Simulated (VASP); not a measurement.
Set up this calculation in VASP 6.6.1, as the native input.

```yaml
Task: relaxation of cell and atoms
Functional: PBE
Potentials_or_basis: VASP PAW PBE potentials, release 64 (C)
Cutoff: 600 eV
k_mesh: 14 × 14 × 14
Occupations: gaussian, width 0.02 eV
Spin: no spin polarisation
Dipole_correction: no
Further_INCAR_settings: ALGO = Normal; EDIFF = 1e-07; IBRION = 2; EDIFFG = -0.005; NSW = 100; ISIF = 3
```

The structure of C lies in POSCAR:

```
C
1.0
    0.0000000000      2.1360309710      4.3026116439
    1.2332396420      0.0000000000      4.3026116439
    1.2332396420      2.1360309710      0.0000000000
C
2
Direct
    0.1666712193      0.8333287807      0.1666712193
    0.8333287807      0.1666712193      0.8333287807
```

The input as run:

INCAR

```
ALGO = Normal
EDIFF = 1E-7
EDIFFG = -0.005
ENCUT = 600
GGA = PE
IBRION = 2
ISIF = 3
ISMEAR = 0
LASPH = T
LCHARG = F
LREAL = F
LWAVE = F
NELM = 60
NSW = 100
PREC = Accurate
SIGMA = 0.02
```

KPOINTS

```
k-points
0
Gamma
  14 14 14
```

Potentials or basis: VASP PAW PBE potentials, release 64 (C).

The run is started by

```console
$ cat potpaw_PBE.64/C/POTCAR > POTCAR
$ mpirun -np 1 vasp_std > vasp.out
```

It gave:

| Quantity | Value |
| --- | --- |
| Relaxed volume | 10.53 Å³/atom |
| Relaxed cell | a = 4.532 Å, b = 4.183 Å, c = 2.467 Å, α = 81.52°, β = 65.91°, γ = 32.57° |
| Space group after relaxing (to 0.05 Å) | Fmmm (No. 69) |
| Energy gained by relaxing | 0.7 meV/atom |
| Ionic steps | 22 |
| Pressure after relaxing | 0.0 GPa |
| Band gap on the k mesh | 0.91 eV, indirect (least direct gap 0.99 eV) |

Wall time 9.9 min on 1 thread of Intel(R) Xeon(R) 6975P-C (Granite Rapids) (shared host), peak memory 0.22 GiB.
